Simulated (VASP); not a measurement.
Write the native input for VASP 6.6.1 that does the following.

* Task: single point
* Functional: LDA
* Potentials or basis: VASP PAW LDA potentials, release 64 (Hf_pv, N)
* Cutoff: 520 eV
* k mesh: 8 × 8 × 12
* Occupations: gaussian, width 0.15 eV
* Spin: no spin polarisation
* Dipole correction: no
* Further INCAR settings: ALGO = Normal; EDIFF = 1e-06; NBANDS = 34

The structure of Hf2N lies in POSCAR:

```
Hf2N
1.0
    5.6198096911      0.0000000000      0.0000000000
    0.0000000000      5.2521585898      0.0000000000
    0.0000000000      0.0000000000      3.2005839592
Hf N
4 2
Direct
    0.3230029221      0.2678039453      0.0000000000
    0.6769970779      0.7321960547      0.0000000000
    0.8230029221      0.2321960547      0.5000000000
    0.1769970779      0.7678039453      0.5000000000
    0.0000000000      0.0000000000      0.0000000000
    0.5000000000      0.5000000000      0.5000000000
```

This cell differs from its parent crystal: mode 4 frozen in at +0.205 Å, normal strain along x +0.0700.

These files were run (other wordings do the same):

INCAR

```
SYSTEM = Hf2N
PREC = Accurate
ENCUT = 520
EDIFF = 1E-6
ISMEAR = 0
SIGMA = 0.15
LREAL = .False.
LASPH = .True.
NELM = 80
ALGO = Normal
ISIF = 2
LWAVE = .False.
LCHARG = .False.
GGA = CA
NBANDS = 34
```

KPOINTS

```
Automatic mesh
0
Gamma
  8 8 12
  0 0 0
```

Potentials or basis: VASP PAW LDA potentials, release 64 (Hf_pv, N).

Launch:

```sh
$ cat potpaw_LDA.64/Hf_pv/POTCAR potpaw_LDA.64/N/POTCAR > POTCAR
$ mpirun -np 1 vasp_std > vasp.out
```

It gave:

The pressure is -13.6 GPa and the largest force is 0.267 eV/Å. The band gap on the k mesh is zero (band 25 reaches 6.48 eV, above the bottom of band 26 at 4.57 eV).

Caveat: the cell differs from its parent crystal (mode 4 frozen in at +0.205 Å, normal strain along x +0.0700); spin-orbit coupling is left out, which moves the levels of the heavy elements.

Wall time 3.5 min on 1 thread of Intel(R) Xeon(R) 6975P-C (Granite Rapids) (shared host), peak memory 0.48 GiB.
